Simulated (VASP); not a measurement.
Runs of VASP 6.6.1 on AlRu. The structure is that of space group Pm-3m (No. 221), or close to it. The cells are those of the table. 

```tsv
cell	further INCAR settings	gap on the mesh (eV)	pressure (GPa)
a = 2.932, b = 2.992, c = 2.992 Å, 2 atoms	ALGO = Fast; EDIFF = 1e-06; NBANDS = 16	none	(b)
a = 2.962, b = 2.992, c = 2.992 Å, 2 atoms	ALGO = Fast; EDIFF = 1e-06; NBANDS = 16	none	-1.1
a = 3.096, b = 2.992, c = 2.992 Å, 2 atoms	ALGO = Fast; EDIFF = 1e-07; NBANDS = 16	none	-9.6
a = 2.872, b = 2.992, c = 2.992 Å, 2 atoms	ALGO = Fast; EDIFF = 1e-07; NBANDS = 16	none	(a)
a = 3.022, b = 2.992, c = 2.992 Å, 2 atoms	ALGO = Fast; EDIFF = 1e-06; NBANDS = 16	none	-5.2
a = 2.902, b = 2.992, c = 2.992 Å, 2 atoms	ALGO = Fast; EDIFF = 1e-06; NBANDS = 16	none	3.6
a = 3.081, b = 2.992, c = 2.992 Å, 2 atoms	ALGO = Fast; EDIFF = 1e-06; NBANDS = 16	none	(c)
a = 3.051, b = 2.992, c = 2.992 Å, 2 atoms	ALGO = Fast; EDIFF = 1e-07; NBANDS = 16	none	-7.0
```

Alike in all rows: task single point; level PBEsol; potentials or basis VASP PAW PBE potentials, release 64 (Al, Ru_pv); no spin polarisation; k mesh 16 × 16 × 16; cutoff (eV) 520; smearing gaussian 0.15 eV.

Problem. Estimate the missing entries.

Solution. (a) 6.2; (b) 1.2; (c) -8.9.

Caveats: the PAW data sets were made with another functional, which shifts forces and pressure a little; the cell stands under tension (at least some runs); the cell stands under pressure (at least some runs).

A k mesh can miss the band edges, and the runs leave out spin-orbit coupling on Ru.

A gap of «none» marks levels without a gap at the run's occupations.
